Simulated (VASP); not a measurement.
# LiH (Fm-3m) in VASP: further runs

LiH is run at these levels: PBE; tasks: G0W0 quasiparticle levels.

Everything below comes from runs of VASP 6.6.1. Logs are shortened: lines on timing, memory, paths and dates and some standing lists are left out, and cuts for length are marked.

## 1. The cell of the first run

It takes space group Fm-3m (No. 225, cubic). The conventional cell has a = 3.997 Å, b = 3.997 Å, c = 3.997 Å, α = 90.00°, β = 90.00°, γ = 90.00°. Li (site symmetry m-3m) has 6 H at 2.00 Å within 2.6 Å. Within 2.6 Å of H (site symmetry m-3m) lie 6 Li at 2.00 Å.

## 2. G0W0 quasiparticle levels, PBE

POSCAR

```
LiH
1.0
    0.0000000000      1.9984726907      1.9984726907
    1.9984726907      0.0000000000      1.9984726907
    1.9984726907      1.9984726907      0.0000000000
Li H
1 1
Direct
    0.0000000000      0.0000000000      0.0000000000
    0.5000000000      0.5000000000      0.5000000000
```

INCAR.step1

```
SYSTEM = LiH
PREC = Accurate
ENCUT = 500
EDIFF = 1E-8
ISMEAR = 0
SIGMA = 0.01
LREAL = .False.
LASPH = .True.
NELM = 80
ALGO = Normal
LWAVE = .True.
LCHARG = .False.
GGA = PE
```

INCAR.step2

```
SYSTEM = LiH
PREC = Accurate
ENCUT = 500
EDIFF = 1E-8
ISMEAR = 0
SIGMA = 0.01
LREAL = .False.
LASPH = .True.
NELM = 1
ALGO = Exact
LWAVE = .True.
LCHARG = .False.
GGA = PE
NBANDS = 61
LOPTICS = .True.
ISTART = 1
```

INCAR.step3

```
SYSTEM = LiH
PREC = Accurate
ENCUT = 500
EDIFF = 1E-8
ISMEAR = 0
SIGMA = 0.01
LREAL = .False.
LASPH = .True.
ALGO = EVGW0
LWAVE = .False.
LCHARG = .False.
GGA = PE
NELMGW = 1
NBANDS = 61
ENCUTGW = 140.0
NOMEGA = 96
PRECFOCK = Fast
ISTART = 1
NBANDSGW = 9
OMEGAMAX = 30
```

KPOINTS

```
Automatic mesh
0
Gamma
  6 6 6
  0 0 0
```

Potentials or basis: VASP PAW PBE potentials, release 64 (Li_GW, H_GW).

Run with:

```
cat potpaw_PBE.64/Li_GW/POTCAR potpaw_PBE.64/H_GW/POTCAR > POTCAR
cp INCAR.step1 INCAR
mpirun -np 1 vasp_std > vasp.out
cp INCAR.step2 INCAR
mpirun -np 1 vasp_std > vasp.out
cp INCAR.step3 INCAR
mpirun -np 1 vasp_std > vasp.out
```

OUTCAR:

```text
SYSTEM = LiH
   PREC = Accurate
   ENCUT = 500
   EDIFF = 1E-8
   ISMEAR = 0
   LREAL = .False.
   LASPH = .True.
   GGA = PE
   NELMGW = 1
   ENCUTGW = 140.0
   PRECFOCK = Fast
   ISTART = 1

 ion  position               nearest neighbor table
   1  0.000  0.000  0.000-   2 2.00   2 2.00   2 2.00   2 2.00   2 2.00   2 2.00
   2  0.500  0.500  0.500-   1 2.00   1 2.00   1 2.00   1 2.00   1 2.00   1 2.00

  LATTYP: Found a face centered cubic cell.
 ALAT       =     3.9969453814

  Lattice vectors:

 A1 = (   0.0000000000,   1.9984726907,   1.9984726907)
 A2 = (   1.9984726907,   0.0000000000,   1.9984726907)
 A3 = (   1.9984726907,   1.9984726907,   0.0000000000)

Analysis of symmetry for initial positions (statically):
=====================================================================
 Subroutine PRICEL returns:
 Original cell was already a primitive cell.

 Routine SETGRP: Setting up the symmetry group for a
 face centered cubic supercell.

 Subroutine GETGRP returns: Found 48 space group operations
 (whereof 48 operations were pure point group operations)
 out of a pool of 48 trial point group operations.

The static configuration has the point symmetry O_h .

Analysis of symmetry for dynamics (positions and initial velocities):
=====================================================================
 Subroutine PRICEL returns:
 Original cell was already a primitive cell.

 Routine SETGRP: Setting up the symmetry group for a
 face centered cubic supercell.

 Subroutine GETGRP returns: Found 48 space group operations
 (whereof 48 operations were pure point group operations)
 out of a pool of 48 trial point group operations.

The dynamic configuration has the point symmetry O_h .

 Subroutine INISYM returns: Found 48 space group operations
 (whereof 48 operations are pure point group operations),
 and found     1 'primitive' translations

----------------------------------------------------------------------------------------

                                     Primitive cell

  volume of cell :      15.9634

  direct lattice vectors                    reciprocal lattice vectors
     0.000000000  1.998472691  1.998472691    -0.250191060  0.250191060  0.250191060
     1.998472691  0.000000000  1.998472691     0.250191060 -0.250191060  0.250191060
     1.998472691  1.998472691  0.000000000     0.250191060  0.250191060 -0.250191060

  length of vectors
     2.826267183  2.826267183  2.826267183     0.433343627  0.433343627  0.433343627

  position of ions in fractional coordinates (direct lattice)
     0.000000000  0.000000000  0.000000000
     0.500000000  0.500000000  0.500000000

  ion indices of the primitive-cell ions
   primitive index   ion index
                 1           1
                 2           2

----------------------------------------------------------------------------------------

 KPOINTS: Automatic mesh

Automatic generation of k-mesh.
 Grid dimensions read from file:
 generate k-points for:    6    6    6

 Generating k-lattice:

  Cartesian coordinates                     Fractional coordinates (reciprocal lattice)
    -0.041698510  0.041698510  0.041698510     0.166666667  0.000000000  0.000000000
     0.041698510 -0.041698510  0.041698510     0.000000000  0.166666667  0.000000000
     0.041698510  0.041698510 -0.041698510     0.000000000  0.000000000  0.166666667

  Length of vectors
     0.072223938  0.072223938  0.072223938

  Shift w.r.t. Gamma in fractional coordinates (k-lattice)
     0.000000000  0.000000000  0.000000000

 Subroutine IBZKPT returns following result:
 ===========================================

 Found     16 irreducible k-points:

 Following reciprocal coordinates:
            Coordinates               Weight
  0.000000  0.000000  0.000000      1.000000
  0.166667  0.000000  0.000000      8.000000
  0.333333  0.000000  0.000000      8.000000
  0.500000  0.000000  0.000000      4.000000
  0.166667  0.166667  0.000000      6.000000
  0.333333  0.166667  0.000000     24.000000
[... 8 lines left out ...]
 -0.333333  0.333333  0.166667     24.000000
 -0.333333  0.500000  0.166667     12.000000
   k-points           NKPTS =     16   k-points in BZ     NKDIM =    216   number of bands    NBANDS=     61
   number of dos      NEDOS =    301   number of ions     NIONS =      2
   total plane-waves  NPLWV =  13824
   dimension x,y,z NGX =    24 NGY =   24 NGZ =   24
   dimension x,y,z NGXF=    48 NGYF=   48 NGZF=   48
   ions per type =               1   1
   NGX,Y,Z   is equivalent  to a cutoff of  14.12, 14.12, 14.12 a.u.
   NGXF,Y,Z  is equivalent  to a cutoff of  28.23, 28.23, 28.23 a.u.
 SYSTEM =  LiH
   PREC   = accura    normal or accurate (medium, high low for compatibility)
   ISTART =      1    job   : 0-new  1-cont  2-samecut
   ICHARG =      0    charge: 1-file 2-atom 10-const
   ISPIN  =      1    spin polarized calculation?
   LNONCOLLINEAR =      F non collinear calculations
   LSORBIT =      F    spin-orbit coupling
   LASPH  =      T    aspherical Exc in radial PAW
   ENCUT  =  500.0 eV  36.75 Ry    6.06 a.u.   5.15  5.15  5.15*2*pi/ulx,y,z
   NELM   =     60;   NELMIN=  2; NELMDL=  0     # of ELM steps
   EDIFF  = 0.1E-07   stopping-criterion for ELM
   LREAL  =      F    real-space projection
   EDIFFG = 0.1E-06   stopping-criterion for IOM
   NSW    =      0    number of steps for IOM
   IBRION =     -1    ionic relax: 0-MD 1-quasi-New 2-CG
   NFREE  =      0    steps in history (QN), initial steepest desc. (CG)
   ISIF   =      0    stress and relaxation
   ISYM   =      3    0-nonsym 1-usesym 2-fastsym
   POTIM  = 0.5000    time-step for ionic-motion
   TEBEG  =    0.0;   TEEND  =   0.0 temperature during run
   PSTRESS=    0.0 pullay stress
   NELECT =       2.0000    total number of electrons
   NUPDOWN=      -1.0000    fix difference up-down
   EMIN   =  10.00;   EMAX   =-10.00  energy-range for DOS
   EFERMI =   0.00;   METHOD = LEGACY
   ISMEAR =     0;   SIGMA  =   0.01  broadening in eV -4-tet -1-fermi 0-gaus
   EFERMI_NEDOS =   21; number of points for ismear=-14 and -15
   IALGO  =     38    algorithm
   IMIX   =      4    mixing-type and parameters
     AMIX     =   0.40;   BMIX     =  1.00
     AMIX_MAG =   1.60;   BMIX_MAG =  1.00
  volume/ion in A,a.u.               =       7.98        53.86
  Fermi-wavevector in a.u.,A,eV,Ry     =   0.819175  1.548016  9.130155  0.671047
  Thomas-Fermi vector in A             =   1.929933
   LORBIT       =      0    0 simple, 1 ext, 2 COOP (PROOUT), +10 PAW based schemes
   GGA     = PE    functional components
   LHFCALC =     T    Hartree Fock is set to
   PRECFOCK=fast      Normal, Fast or Accurate (Low or Medium for compatibility)
   ENCUT4O =  -1.0   cutoff for four orbital integrals eV
   NKREDX  =     1    reduce k-point grid by
   NKREDY  =     1    reduce k-point grid by
   NKREDZ  =     1    reduce k-point grid by
   AEXX    =    1.0000 exact exchange contribution
   HFSCREEN=    0.0000 screening length (either q_TF or 0.3 A-1)
   HFSCREENC=   0.0000 screening length for correlation (either q_TF or 0.3 A-1)
   ENCUTFOCK=  -1.0 apply spherical cutoff to Coloumb kernel
   IVDW    =     0    specifies the selected vdW correction
   LEPSILON=     F    determine dielectric tensor
   LRPA    =     F    only Hartree local field effects (RPA)
   LRPAFORCE           =     F    calculate RPA forces
   ENCUTGW             = 140.0    cutoff for response function in eV
   ENCUTGWSOFT         = 112.0    soft cutoff for Coulomb kernel in GW response function in eV
   ENCUTLF             =  -1.0    cutoff for local field effects
   NELMGW              =     1    number of iterations in solving QP/BSE equation
   NELMHF              =     1    number of iterations in the inner HF iteration
   NKREDLFX            =     1    NKREDLFY  =   1   NKREDLFZ  =   1
 non-spin polarized calculation
 Gauss-broadening in eV      SIGMA  =   0.01
  energy-cutoff  :      500.00
  volume of cell :       15.96
 maximum number of plane-waves:       419
 NGX is ok and might be reduce to    24
  NGX = 12; NGY = 12; NGZ = 12
   NGX = 11   NGY = 11   NGZ = 11
 maximum number of plane-waves:        70

 QP shifts <psi_nk| G(iteration)W_0 |psi_nk>: iteration 1
 for sc-GW calculations column KS-energies equals QP-energies in previous step
 and V_xc(KS)=  KS-energies - (<T + V_ion + V_H > + <T+V_H+V_ion>^1  + <V_x>^1)

 k-point   1 :       0.0000    0.0000    0.0000
  band No.  KS-energies  QP-energies   sigma(KS)   V_xc(KS)     V^pw_x(r,r')   Z            occupation Imag(sigma)

      1      -8.1356      -9.6259     -11.5758      -9.3632     -15.2209       0.6736       2.0000       0.2787
      2      13.5626      14.2090     -10.3785     -11.3135      -4.1592       0.6913       0.0000      -1.0084
      3      15.3481      16.4033      -6.5654      -7.9775      -1.3823       0.7473       0.0000      -0.6082
      4      15.3481      16.4033      -6.5654      -7.9775      -1.3823       0.7473       0.0000      -0.6082
      5      15.3481      16.4033      -6.5654      -7.9775      -1.3823       0.7473       0.0000      -0.6082
      6      20.0866      20.6261      -6.7199      -7.2795      -1.1055       0.9639       0.0000      -2.2206
      7      20.0866      20.6261      -6.7199      -7.2795      -1.1055       0.9639       0.0000      -2.2206
      8      20.0866      20.6261      -6.7199      -7.2795      -1.1055       0.9639       0.0000      -2.2206
      9      21.7399      22.4105      -5.9844      -6.7841      -0.8226       0.8385       0.0000      -1.8729

 k-point   2 :       0.1667    0.0000    0.0000
  band No.  KS-energies  QP-energies   sigma(KS)   V_xc(KS)     V^pw_x(r,r')   Z            occupation Imag(sigma)

      1      -7.6422      -9.1049     -11.5868      -9.4227     -14.9982       0.6759       2.0000       0.2378
      2       9.9250      10.5933      -7.9049      -8.8140      -2.8650       0.7351       0.0000      -0.4303
      3      13.4960      14.1640      -8.7604      -9.6852      -2.9314       0.7223       0.0000      -0.9274
      4      14.5163      15.4333      -6.5795      -7.8045      -1.3742       0.7486       0.0000      -0.6508
      5      14.5163      15.4333      -6.5795      -7.8045      -1.3742       0.7486       0.0000      -0.6508
      6      20.0231      20.7930      -6.3332      -7.2752      -0.9296       0.8172       0.0000      -1.6168
      7      21.3497      22.3857      -6.5271      -7.6916      -1.1458       0.8897       0.0000      -1.9646
      8      21.3497      22.3857      -6.5271      -7.6916      -1.1458       0.8897       0.0000      -1.9646
      9      23.0418      24.2689      -6.7263      -8.0660      -1.4837       0.9159       0.0000      -2.2631

 k-point   3 :       0.3333    0.0000    0.0000
  band No.  KS-energies  QP-energies   sigma(KS)   V_xc(KS)     V^pw_x(r,r')   Z            occupation Imag(sigma)

      1      -6.3198      -7.7404     -11.6894      -9.6709     -14.5077       0.7038       2.0000       0.1664
      2       4.7009       5.3123      -7.1597      -7.9679      -3.0582       0.7564       0.0000      -0.1457
      3      11.7817      12.4044      -8.9623      -9.8336      -3.2918       0.7147       0.0000      -0.7310
      4      13.8874      14.7315      -6.4658      -7.6000      -1.2323       0.7442       0.0000      -0.6676
      5      13.8874      14.7315      -6.4658      -7.6000      -1.2323       0.7442       0.0000      -0.6676
      6      18.0596      18.8438      -7.2802      -8.2257      -1.7932       0.8294       0.0000      -1.5844
      7      18.0596      18.8438      -7.2802      -8.2257      -1.7932       0.8294       0.0000      -1.5844
      8      22.5815      23.4633      -6.2341      -7.2756      -0.8099       0.8467       0.0000      -1.8109
      9      27.7955      29.2583      -6.0878      -7.7266      -1.0273       0.8926       0.0000      -2.3094
[... 147 lines left out ...]
      1      -3.7480      -5.0667     -12.3418     -10.5675     -14.2023       0.7432       2.0000       0.0893
      2       2.5403       3.1743      -6.6526      -7.4700      -2.9157       0.7756       0.0000      -0.1126
      3       4.4618       5.1307      -7.2495      -8.1313      -3.1951       0.7584       0.0000      -0.1457
      4       9.8972      10.5180      -6.8798      -7.7171      -1.9822       0.7414       0.0000      -0.3935
      5      14.3961      15.2519      -7.2064      -8.3758      -1.6996       0.7318       0.0000      -0.7723
      6      21.3903      22.2349      -6.6571      -7.6348      -1.2340       0.8639       0.0000      -1.9959
      7      23.1660      24.1446      -6.4400      -7.5872      -1.0132       0.8530       0.0000      -2.0243
      8      25.1030      26.6348      -6.4342      -8.1586      -1.1812       0.8883       0.0000      -2.0484
      9      28.2588      30.2567      -6.8408      -9.0332      -1.6239       0.9113       0.0000      -2.5185

 k-point  16 :      -0.3333    0.5000    0.1667
  band No.  KS-energies  QP-energies   sigma(KS)   V_xc(KS)     V^pw_x(r,r')   Z            occupation Imag(sigma)

      1      -2.8168      -4.1384     -12.9613     -11.2062     -14.5946       0.7530       2.0000       0.0755
      2       1.3575       2.0014      -6.6133      -7.4347      -3.1051       0.7838       0.0000      -0.1009
      3       4.3959       5.0923      -6.5658      -7.4774      -2.4901       0.7638       0.0000      -0.1397
      4       8.9636       9.6200      -6.8661      -7.7525      -2.1538       0.7406       0.0000      -0.3001
      5      14.9797      15.7758      -7.3851      -8.4723      -1.7610       0.7322       0.0000      -0.8192
      6      17.3004      17.8026      -6.6801      -7.3128      -1.1758       0.7938       0.0000      -1.5259
      7      26.4808      27.7752      -5.9285      -7.3675      -0.8157       0.8995       0.0000      -2.1842
      8      26.7273      28.4446      -6.6541      -8.5913      -1.4353       0.8865       0.0000      -2.3227
      9      33.2738      35.8518      -5.9501      -9.0155      -1.1328       0.8410       0.0000      -2.1663
```

Wall time 46 s (1 thread of Intel Xeon 6975P-C (Granite Rapids), shared host); peak memory 0.27 GiB.

What came out:

```
Quasiparticle gap                                   : 4.91 eV
Least direct quasiparticle gap                      : 4.91 eV
Band gap of the starting levels on the mesh         : 2.98 eV
Least direct gap of the starting levels on the mesh : 2.98 eV
```

Caveat: the k points lie up to 0.45 Å⁻¹ apart; bands, screening cutoff and mesh are small and nothing is extrapolated, so the quasiparticle values aren't converged.

[end of part 1 of 2]
